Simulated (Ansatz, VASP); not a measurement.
Two plane-wave programs on BN

File INCAR:

```
SYSTEM = BN
ALGO     = Normal         ! electronic algorithm
EDIFF    = 1E-6           ! SCF threshold, eV
ENCUT    = 520            ! plane-wave cutoff, eV
GGA      = PE             ! functional
ISIF     = 2              ! what is computed and relaxed
ISMEAR   = 1              ! smearing method
IVDW     = 12             ! dispersion correction
LASPH    = .TRUE.         ! aspherical terms in the spheres
LCHARG   = .FALSE.        ! write CHGCAR
LREAL    = .FALSE.        ! projectors in reciprocal space
LWAVE    = .FALSE.        ! write WAVECAR
NBANDS   = 16             ! bands
NELM     = 80             ! most SCF steps
PREC     = Accurate       ! precision mode
SIGMA    = 0.05           ! smearing width, eV
```

Contents of KPOINTS:

```
k-points
0
G
  12 12 4
  0 0 0
```

Contents of POSCAR:

```
BN
1.0
    2.5061127838      0.0000000000      0.0000000000
   -1.2530563919      2.1703573356      0.0000000000
    0.0000000000      0.0000000000      6.5923998870
B N
2 2
Direct
   -0.0345753637      0.0000000000      0.5000000000
    0.3679686461      0.6666666667      0.0000000000
    0.0344683995      0.0000000000      0.0000000000
    0.6321520011      0.3333333333      0.5000000000
```

Input for Ansatz:

```yaml
crystal:
  lattice:
    - [2.5061127838, 0.0, 0.0]
    - [-1.2530563919, 2.1703573356, 0.0]
    - [0.0, 0.0, 6.592399887]
  atoms:
    - { symbol: B, position: [-0.0345753637, 0.0, 0.5] }
    - { symbol: B, position: [0.3679686461, 0.6666666667, 0.0] }
    - { symbol: "N", position: [0.0344683995, 0.0, 0.0] }
    - { symbol: "N", position: [0.6321520011, 0.3333333333, 0.5] }
basis:
  ecutwfc: 520.0
kpoints:
  mp_grid: { grid: [12, 12, 4] }
hamiltonian:
  xc: pbe
  dispersion: d3bj
scf:
  occupations: { method: methfessel_paxton, width: 0.05 }
output:
  forces: true
  stress: true
  eigenvalues: true
```

Change from the starting cell: mode 4 frozen in at -0.087 Å, normal strain along x +0.0000.

Alike in both runs: task single point; functional PBE; dispersion D3(BJ); k mesh 12 × 12 × 4; occupations methfessel-paxton of order 1, width 0.05 eV; no spin polarisation.

|  | VASP | Ansatz |
| --- | --- | --- |
| version | VASP 6.6.1 | Ansatz 0.2.0 |
| potentials or method | VASP PAW PBE potentials, release 64 (B, N), cutoff 520 eV | scalar-relativistic, plane waves, PAW |
| valence electrons in the cell | 16 | 16 |

VASP gave:

| Property | Result |
| --- | --- |
| gap on the k mesh at the Fermi level (eV) | 4.12 |
| least direct gap on the mesh (eV) | 4.39 |
| pressure (GPa) | 0.1 |
| traceless stress, the component that is largest in VASP (GPa) | 0.16 |
| rms of the force components (eV/Å) | 0.005 |

Task: Estimate Ansatz's values.

Result: gap on the k mesh at the Fermi level (eV): 4.12; least direct gap on the mesh (eV): 4.39; pressure (GPa): 0.0; traceless stress, the component that is largest in VASP (GPa): 0.16; rms of the force components (eV/Å): 0.005.

Atom by atom the forces differ by 0.000 eV/Å (rms over components).
